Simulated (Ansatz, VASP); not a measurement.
## Two plane-wave programs on Hg2O

```
Hg O
1.0
     3.79175    0.00000    0.00000
    -1.89588    3.28375    0.00000
     0.00000    0.00000    6.17080
Hg O
2 1
Direct
  0.33333 0.66667 0.50000
  0.66667 0.33333 0.00000
  0.66667 0.33333 0.50000
```

Alike in both runs: functional PBE; k mesh 4 × 4 × 3; occupations gaussian, width 0.15 eV; no spin polarisation.

Ansatz relaxed the structure, and its values are those at the end. VASP's run is a single point on that final structure, the one shown.

|  | VASP | Ansatz |
| --- | --- | --- |
| version | VASP 6.6.1 | Ansatz 0.2.0 |
| potentials or method | VASP PAW PBE potentials, release 64 (Hg, O), cutoff 600 eV | scalar-relativistic, plane waves, PAW |
| valence electrons in the cell | 30 | 46 |

Ansatz gave:

- gap on the k mesh at the Fermi level (eV): none
- pressure (GPa): 0.1

Question: Estimate VASP's values.

Answer: gap on the k mesh at the Fermi level (eV): none; pressure (GPa): 0.5.

A gap of «none» marks a metal or a gap that the smearing closes. The functional is the same, so the differences come from potentials, cutoffs and numerics. VASP's potentials hold 30 valence electrons a cell and Ansatz's 46, so a difference there can come from the potentials and not from the codes.

The k mesh is coarse, so the values compare programs but aren't converged. Spin-orbit coupling is off throughout.
